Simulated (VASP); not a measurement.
Write the native input for VASP 6.6.1 that does the following.

```yaml
Task: relaxation of cell and atoms
Functional: PBE
Potentials_or_basis: VASP PAW PBE potentials, release 64 (Mg, Zn, O)
Cutoff: 600 eV
k_mesh: 10 × 10 × 2
Occupations: gaussian, width 0.02 eV
Spin: no spin polarisation
Dipole_correction: no
Further_INCAR_settings: ALGO = Normal; EDIFF = 1e-07; IBRION = 2; EDIFFG = -0.01; NSW = 100; ISIF = 3
```

The structure of MgZn5O6 lies in POSCAR:

```
MgZn5O6
1.0
    3.0550274177      0.0000000000      0.0000000000
    0.0000000000      3.0550274177      0.0000000000
    0.0000000000      0.0000000000     12.9458684148
Mg Zn O
1 5 6
Direct
    0.5000000000      0.5000000000      0.0000000000
    0.0000000000      0.0000000000      0.8338145664
    0.0000000000      0.0000000000      0.1661854336
    0.5000000000      0.5000000000      0.3321079170
    0.0000000000      0.0000000000      0.5000000000
    0.5000000000      0.5000000000      0.6678920830
    0.0000000000      0.0000000000      0.0000000000
    0.5000000000      0.5000000000      0.1645820215
    0.0000000000      0.0000000000      0.3324641775
    0.5000000000      0.5000000000      0.5000000000
    0.0000000000      0.0000000000      0.6675358225
    0.5000000000      0.5000000000      0.8354179785
```

These files were run (other wordings do the same):

INCAR

```
PREC = Accurate ; ENCUT = 600
EDIFF = 1E-7 ; ISMEAR = 0
SIGMA = 0.02 ; LREAL = F
LASPH = T ; NELM = 100
ALGO = Normal ; ISIF = 3
LWAVE = F ; LCHARG = F
GGA = PE ; IBRION = 2
NSW = 100 ; EDIFFG = -0.01
```

KPOINTS

```
regular mesh
0
Gamma
  10 10 2
```

Potentials or basis: VASP PAW PBE potentials, release 64 (Mg, Zn, O).

The run is started by

```bash
$ cat potpaw_PBE.64/Mg/POTCAR potpaw_PBE.64/Zn/POTCAR potpaw_PBE.64/O/POTCAR > POTCAR
$ mpirun -np 1 vasp_std > vasp.out
```

Results of the run:

The relaxed volume is 10.10 Å³/atom. The relaxed cell is a = 3.057 Å, b = 3.057 Å, c = 12.964 Å, α = 90.00°, β = 90.00°, γ = 90.00°. The space group after relaxing (to 0.05 Å) is P4/mmm (No. 123) and the energy gained by relaxing is 0.1 meV/atom. The ionic steps are 6. The pressure after relaxing is 0.0 GPa. The largest force after relaxing is 0.009 eV/Å and the band gap on the k mesh is 0.95 eV, indirect (least direct gap 2.07 eV).

It took 19 min on 1 thread of Intel(R) Xeon(R) Platinum 8259CL CPU @ 2.50GHz (Skylake/Cascade Lake), with other jobs on the host, peak memory 0.44 GiB.
